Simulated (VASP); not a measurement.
# Ba (Pm-3n) in VASP: single point with r2SCAN

Aim: the single point of Ba with r2SCAN.

All numbers are computed with VASP 6.6.1; they aren't measurements. Logs are shortened: lines on timing, memory, paths and dates and some standing lists are left out, and cuts for length are marked.

## Step 1: The cell of the first run

Symmetry: Pm-3n, No. 223, cubic system. The conventional cell has a = 8.118 Å, b = 8.118 Å, c = 8.118 Å, α = 90.00°, β = 90.00°, γ = 90.00°. Ba (site symmetry -4m2) has 14 Ba at 4.06 to 4.97 Å within 5.3 Å.

## Step 2: Single point, r2SCAN

POSCAR reads:

```
Ba
1.0
    8.1182455746      0.0000000000      0.0000000000
    0.0000000000      8.1182455746      0.0000000000
    0.0000000000      0.0000000000      8.1182455746
Ba
8
Direct
    0.0000000000      0.0000000000      1.0000000000
    0.5000000000      0.5000000000      0.5000000000
    0.2500000000      1.0000000000      0.5000000000
    0.7500000000      0.0000000000      0.5000000000
    0.5000000000      0.2500000000      1.0000000000
    0.5000000000      0.7500000000      0.0000000000
    1.0000000000      0.5000000000      0.2500000000
    1.0000000000      0.5000000000      0.7500000000
```

INCAR.step1 reads:

```
PREC = Accurate
ENCUT = 520
ISMEAR = -1
SIGMA = 0.1
LREAL = F
LASPH = T
NELM = 80
NBANDS = 50
GGA = PE
ALGO = Normal
EDIFF = 1E-4
LWAVE = T
LCHARG = F
```

INCAR.step2 reads:

```
PREC = Accurate
ENCUT = 520
EDIFF = 1E-7
ISMEAR = -1
SIGMA = 0.1
LREAL = F
LASPH = T
NELM = 80
ALGO = Normal
ISIF = 2
LWAVE = F
LCHARG = T
METAGGA = R2SCAN
LMIXTAU = T
LELF = T
LVHAR = T
NBANDS = 50
ISTART = 1
```

KPOINTS reads:

```
regular mesh
0
Gamma
  4 4 4
```

Potentials or basis: VASP PAW PBE potentials, release 64 (Ba_sv).

Command:

```bash
> cat potpaw_PBE.64/Ba_sv/POTCAR > POTCAR
> cp INCAR.step1 INCAR
> mpirun -np 1 vasp_std > vasp.out
> cp INCAR.step2 INCAR
> mpirun -np 1 vasp_std > vasp.out
```

OUTCAR:

```text
PREC = Accurate
   ENCUT = 520
   EDIFF = 1E-7
   ISMEAR = -1
   LREAL = F
   LASPH = T
   NELM = 80
   ISIF = 2
   METAGGA = R2SCAN
   ISTART = 1

 ion  position               nearest neighbor table
   1  0.000  0.000  0.000-   3 4.54   4 4.54   5 4.54   6 4.54   7 4.54   8 4.54   3 4.54   4 4.54
                             7 4.54   8 4.54   5 4.54   6 4.54
   2  0.500  0.500  0.500-   3 4.54   4 4.54   5 4.54   6 4.54   7 4.54   8 4.54   5 4.54   6 4.54
                             3 4.54   4 4.54   7 4.54   8 4.54
   3  0.250  0.000  0.500-   4 4.06   4 4.06   1 4.54   1 4.54   2 4.54   2 4.54
   4  0.750  0.000  0.500-   3 4.06   3 4.06   1 4.54   1 4.54   2 4.54   2 4.54
   5  0.500  0.250  0.000-   6 4.06   6 4.06   1 4.54   2 4.54   2 4.54   1 4.54
   6  0.500  0.750  0.000-   5 4.06   5 4.06   1 4.54   2 4.54   2 4.54   1 4.54
   7  0.000  0.500  0.250-   8 4.06   8 4.06   1 4.54   2 4.54   1 4.54   2 4.54
   8  0.000  0.500  0.750-   7 4.06   7 4.06   1 4.54   2 4.54   1 4.54   2 4.54

  LATTYP: Found a simple cubic cell.
 ALAT       =     8.1182455746

  Lattice vectors:

 A1 = (   8.1182455746,   0.0000000000,   0.0000000000)
 A2 = (   0.0000000000,   8.1182455746,   0.0000000000)
 A3 = (   0.0000000000,   0.0000000000,   8.1182455746)

Analysis of symmetry for initial positions (statically):
=====================================================================
 Subroutine PRICEL returns:
 Original cell was already a primitive cell.

 Routine SETGRP: Setting up the symmetry group for a
 simple cubic supercell.

 Subroutine GETGRP returns: Found 48 space group operations
 (whereof 24 operations were pure point group operations)
 out of a pool of 48 trial point group operations.

The static configuration has the point symmetry T_h .
 The point group associated with its full space group is O_h .

Analysis of symmetry for dynamics (positions and initial velocities):
=====================================================================
 Subroutine PRICEL returns:
 Original cell was already a primitive cell.

 Routine SETGRP: Setting up the symmetry group for a
 simple cubic supercell.

 Subroutine GETGRP returns: Found 48 space group operations
 (whereof 24 operations were pure point group operations)
 out of a pool of 48 trial point group operations.

The dynamic configuration has the point symmetry T_h .
 The point group associated with its full space group is O_h .

 Subroutine INISYM returns: Found 48 space group operations
 (whereof 24 operations are pure point group operations),
 and found     1 'primitive' translations

----------------------------------------------------------------------------------------

                                     Primitive cell

  volume of cell :     535.0404

  direct lattice vectors                    reciprocal lattice vectors
     8.118245575  0.000000000  0.000000000     0.123179324  0.000000000  0.000000000
     0.000000000  8.118245575  0.000000000     0.000000000  0.123179324  0.000000000
     0.000000000  0.000000000  8.118245575     0.000000000  0.000000000  0.123179324

  length of vectors
     8.118245575  8.118245575  8.118245575     0.123179324  0.123179324  0.123179324

  position of ions in fractional coordinates (direct lattice)
     0.000000000  0.000000000  0.000000000
     0.500000000  0.500000000  0.500000000
     0.250000000  0.000000000  0.500000000
     0.750000000  0.000000000  0.500000000
     0.500000000  0.250000000  0.000000000
     0.500000000  0.750000000  0.000000000
     0.000000000  0.500000000  0.250000000
     0.000000000  0.500000000  0.750000000

  ion indices of the primitive-cell ions
   primitive index   ion index
                 1           1
                 2           2
                 3           3
                 4           4
                 5           5
                 6           6
                 7           7
                 8           8

----------------------------------------------------------------------------------------

 KPOINTS: regular mesh

Automatic generation of k-mesh.
 Grid dimensions read from file:
 generate k-points for:    4    4    4

 Generating k-lattice:

  Cartesian coordinates                     Fractional coordinates (reciprocal lattice)
     0.030794831  0.000000000  0.000000000     0.250000000  0.000000000  0.000000000
     0.000000000  0.030794831  0.000000000     0.000000000  0.250000000  0.000000000
     0.000000000  0.000000000  0.030794831     0.000000000  0.000000000  0.250000000

  Length of vectors
     0.030794831  0.030794831  0.030794831

  Shift w.r.t. Gamma in fractional coordinates (k-lattice)
     0.000000000  0.000000000  0.000000000

 Subroutine IBZKPT returns following result:
 ===========================================

 Found     10 irreducible k-points:

 Following reciprocal coordinates:
            Coordinates               Weight
  0.000000  0.000000  0.000000      1.000000
  0.250000  0.000000  0.000000      6.000000
  0.500000  0.000000  0.000000      3.000000
  0.250000  0.250000  0.000000     12.000000
  0.500000  0.250000  0.000000     12.000000
  0.500000  0.500000  0.000000      3.000000
  0.250000  0.250000  0.250000      8.000000
  0.500000  0.250000  0.250000     12.000000
  0.500000  0.500000  0.250000      6.000000
  0.500000  0.500000  0.500000      1.000000
   k-points           NKPTS =     10   k-points in BZ     NKDIM =     10   number of bands    NBANDS=     50
   number of dos      NEDOS =    301   number of ions     NIONS =      8
   total plane-waves  NPLWV = 216000
   dimension x,y,z NGX =    60 NGY =   60 NGZ =   60
   dimension x,y,z NGXF=   120 NGYF=  120 NGZF=  120
   ions per type =               8
   NGX,Y,Z   is equivalent  to a cutoff of  12.29, 12.29, 12.29 a.u.
   NGXF,Y,Z  is equivalent  to a cutoff of  24.57, 24.57, 24.57 a.u.
 SYSTEM =  unknown system
   PREC   = accura    normal or accurate (medium, high low for compatibility)
   ISTART =      1    job   : 0-new  1-cont  2-samecut
   ICHARG =      0    charge: 1-file 2-atom 10-const
   ISPIN  =      1    spin polarized calculation?
   LNONCOLLINEAR =      F non collinear calculations
   LSORBIT =      F    spin-orbit coupling
   LASPH  =      T    aspherical Exc in radial PAW
   ENCUT  =  520.0 eV  38.22 Ry    6.18 a.u.  15.09 15.09 15.09*2*pi/ulx,y,z
   NELM   =     80;   NELMIN=  2; NELMDL=  0     # of ELM steps
   EDIFF  = 0.1E-06   stopping-criterion for ELM
   LREAL  =      F    real-space projection
   EDIFFG = 0.1E-05   stopping-criterion for IOM
   NSW    =      0    number of steps for IOM
   IBRION =     -1    ionic relax: 0-MD 1-quasi-New 2-CG
   NFREE  =      0    steps in history (QN), initial steepest desc. (CG)
   ISIF   =      2    stress and relaxation
   ISYM   =      2    0-nonsym 1-usesym 2-fastsym
   POTIM  = 0.5000    time-step for ionic-motion
   TEBEG  =    0.0;   TEEND  =   0.0 temperature during run
   PSTRESS=    0.0 pullay stress
   NELECT =      80.0000    total number of electrons
   NUPDOWN=      -1.0000    fix difference up-down
   EMIN   =  10.00;   EMAX   =-10.00  energy-range for DOS
   EFERMI =   0.00;   METHOD = LEGACY
   ISMEAR =    -1;   SIGMA  =   0.10  broadening in eV -4-tet -1-fermi 0-gaus
   EFERMI_NEDOS =   21; number of points for ismear=-14 and -15
   IALGO  =     38    algorithm
   IMIX   =      4    mixing-type and parameters
     AMIX     =   0.40;   BMIX     =  1.00
     AMIX_MAG =   1.60;   BMIX_MAG =  1.00
  volume/ion in A,a.u.               =      66.88       451.33
  Fermi-wavevector in a.u.,A,eV,Ry     =   0.868912  1.642006 10.272517  0.755009
  Thomas-Fermi vector in A             =   1.987659
   LORBIT       =      0    0 simple, 1 ext, 2 COOP (PROOUT), +10 PAW based schemes
   METAGGA = R2SCAN    functional components
   LHFCALC =     F    Hartree Fock is set to
   AEXX    =    0.0000 exact exchange contribution
   IVDW    =     0    specifies the selected vdW correction
   LEPSILON=     F    determine dielectric tensor
   LRPA    =     F    only Hartree local field effects (RPA)
 non-spin polarized calculation
  energy-cutoff  :      520.00
  volume of cell :      535.04
 maximum number of plane-waves:     14454
   NGX = 31   NGY = 31   NGZ = 31

 number of electron      79.9999993 magnetization

 Free energy of the ion-electron system (eV)
  ---------------------------------------------------
  ext. energy  EPLUGINS =         0.00000000
  ---------------------------------------------------
  free energy    TOTEN  =      -211.18673857 eV

  energy without entropy =     -210.87279666  energy(sigma->0) =     -211.02976762

 E-fermi :   1.6544     XC(G=0):  -7.6364

 val. band max:        1.6118546907   @ k =   0.2500   0.0000   0.0000
 cond. band min:       1.6713943116   @ k =   0.0000   0.0000   0.0000
 fundamental gap:      0.0595396209
 Fermi energy:         1.6544202400

 k-point     1 :       0.0000    0.0000    0.0000
  band No.  band energies     occupation
      1     -28.5648      2.00000
      2     -28.5606      2.00000
      3     -28.4629      2.00000
      4     -28.4563      2.00000
      5     -28.4563      2.00000
      6     -28.4147      2.00000
[... 42 lines left out ...]
     49       2.2050      0.00810
     50       2.3751      0.00148

 k-point     2 :       0.2500    0.0000    0.0000
  band No.  band energies     occupation
      1     -28.5637      2.00000
      2     -28.5608      2.00000
      3     -28.4615      2.00000
      4     -28.4574      2.00000
      5     -28.4511      2.00000
      6     -28.4211      2.00000
[... 42 lines left out ...]
     49       2.1936      0.00907
     50       2.3245      0.00246

 k-point     3 :       0.5000    0.0000    0.0000
  band No.  band energies     occupation
      1     -28.5618      2.00000
      2     -28.5618      2.00000
      3     -28.4596      2.00000
      4     -28.4596      2.00000
      5     -28.4364      2.00000
      6     -28.4364      2.00000
[... 360 lines left out ...]
     49       2.4815      0.00051
     50       2.4815      0.00051

 k-point    10 :       0.5000    0.5000    0.5000
  band No.  band energies     occupation
      1     -28.5606      2.00000
      2     -28.5606      2.00000
      3     -28.4374      2.00000
      4     -28.4374      2.00000
      5     -28.4374      2.00000
      6     -28.4374      2.00000
[... 42 lines left out ...]
     49       2.4323      0.00084
     50       2.4323      0.00084

------------------------ aborting loop because EDIFF is reached ----------------------------------------

  FORCE on cell =-STRESS in cart. coord.  units (eV):
  Direction    XX          YY          ZZ          XY          YZ          ZX
  --------------------------------------------------------------------------------------
  -------------------------------------------------------------------------------------
  Total        0.1858975      0.1858975      0.1858975     -0.0000000      0.0000000      0.0000000
  in kB        0.5566696      0.5566696      0.5566696     -0.0000000      0.0000000      0.0000000
  external PRESSURE =       0.5566696 kB  Pullay stress =       0.0000000 kB

 VOLUME and BASIS-vectors are now :
 -----------------------------------------------------------------------------
  energy-cutoff  :      520.00
  volume of cell :      535.04
      direct lattice vectors                 reciprocal lattice vectors
     8.118245575  0.000000000  0.000000000     0.123179324  0.000000000  0.000000000
     0.000000000  8.118245575  0.000000000     0.000000000  0.123179324  0.000000000
     0.000000000  0.000000000  8.118245575     0.000000000  0.000000000  0.123179324

 POSITION                                       TOTAL-FORCE (eV/Angst)
 -----------------------------------------------------------------------------------
      0.00000      0.00000      0.00000         0.000000      0.000000     -0.000000
      4.05912      4.05912      4.05912         0.000000      0.000000     -0.000000
      2.02956      0.00000      4.05912        -0.000000     -0.000000     -0.000000
      6.08868      0.00000      4.05912         0.000000     -0.000000     -0.000000
      4.05912      2.02956      0.00000        -0.000000      0.000000     -0.000000
      4.05912      6.08868      0.00000        -0.000000     -0.000000      0.000000
      0.00000      4.05912      2.02956         0.000000      0.000000     -0.000000
      0.00000      4.05912      6.08868        -0.000000      0.000000     -0.000000
 -----------------------------------------------------------------------------------
    total drift:                                0.000000      0.000000     -0.000000

  FREE ENERGIE OF THE ION-ELECTRON SYSTEM (eV)
  ---------------------------------------------------
  free  energy   TOTEN  =      -211.1867385732 eV

  energy  without entropy=     -210.8727966584  energy(sigma->0) =     -211.02976762
```

Run time: 13 min. Hardware: 1 thread of Intel Xeon Platinum 8488C (Sapphire Rapids), shared host; peak memory 0.63 GiB.

What came out:

* Free energy: -211.1867 eV
* Pressure: 0.1 GPa
* Band gap on the k mesh: zero (filled and empty bands touch)

Levels at points of the mesh, in eV from the Fermi level:
```
           k point  band 37  band 38  band 39  band 40  band 41  band 42  band 43  band 44
(0.00, 0.00, 0.00)    -0.15    -0.15    -0.15     0.02     0.02     0.02     0.10     0.10
(0.50, 0.00, 0.00)    -0.46    -0.46    -0.08    -0.08     0.22     0.22     0.30     0.30
(0.50, 0.50, 0.00)    -0.69    -0.52    -0.52    -0.18     0.37     0.37     0.43     0.54
(0.50, 0.50, 0.50)    -0.99    -0.99    -0.92    -0.92     0.41     0.41     0.41     0.41
```

Caveat: the PAW data sets were made with another functional, which shifts forces and pressure a little; spin-orbit coupling is left out, which moves the levels of the heavy elements.

The gap in the log of VASP goes by the Fermi energy; the results here count the filled bands.